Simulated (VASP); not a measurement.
Input of a VASP 6.6.1 run:

File INCAR:

```
SYSTEM = SnO2
PREC = Accurate
ENCUT = 600
EDIFF = 1E-6
ISMEAR = 0
SIGMA = 0.1
LREAL = .FALSE.
LASPH = .TRUE.
NELM = 120
ALGO = Normal
ISIF = 2
LWAVE = .FALSE.
LCHARG = .FALSE.
NBANDS = 64
GGA_COMPAT = .FALSE.
```

KPOINTS

```
Automatic mesh
0
G
  6 6 6
  0 0 0
```

Contents of POSCAR:

```
SnO2
1.0
   -5.3733100000      5.3733100000      1.6162330000
    5.3733100000     -5.3733100000      1.6162330000
    5.3733100000      5.3733100000     -1.6162330000
Sn O
4 8
Direct
    0.3510765000      0.1689325000      0.5200090000
    0.8310675000      0.3510765000      0.1821440000
    0.1689325000      0.6489235000      0.8178560000
    0.6489235000      0.8310675000      0.4799910000
    0.1610445000      0.4570395000      0.6180840000
    0.5429605000      0.1610445000      0.7040050000
    0.4570395000      0.8389555000      0.2959950000
    0.8389555000      0.5429605000      0.3819160000
    0.8450715000      0.7943985000      0.6394700000
    0.2056015000      0.8450715000      0.0506730000
    0.1549285000      0.2056015000      0.3605300000
    0.7943985000      0.1549285000      0.9493270000
```

Potentials or basis: VASP PAW LDA potentials, release 64 (Sn_d, O).

The run is started by

```bash
$ cat potpaw_LDA.64/Sn_d/POTCAR potpaw_LDA.64/O/POTCAR > POTCAR
$ mpirun -np 1 vasp_std > vasp.out
```

Estimate the largest force.

0.807 eV/Å.

Estimate the band gap on the k mesh.

1.65 eV (least direct gap 1.75 eV).

Forces on the atoms (eV/Å):
```
Sn  -0.098  0.004  0.000
Sn   0.004  0.098  0.000
Sn  -0.004 -0.098  0.000
Sn   0.098 -0.004  0.000
O   -0.157 -0.112  0.000
O   -0.112  0.157  0.000
O    0.112 -0.157  0.000
O    0.157  0.112  0.000
O   -0.636 -0.497  0.000
O   -0.497  0.636  0.000
O    0.636  0.497  0.000
O    0.497 -0.636  0.000
```

Caveat: the cell stands under tension; spin-orbit coupling is left out, which moves the levels of the heavy elements. A k mesh can miss the band edges.
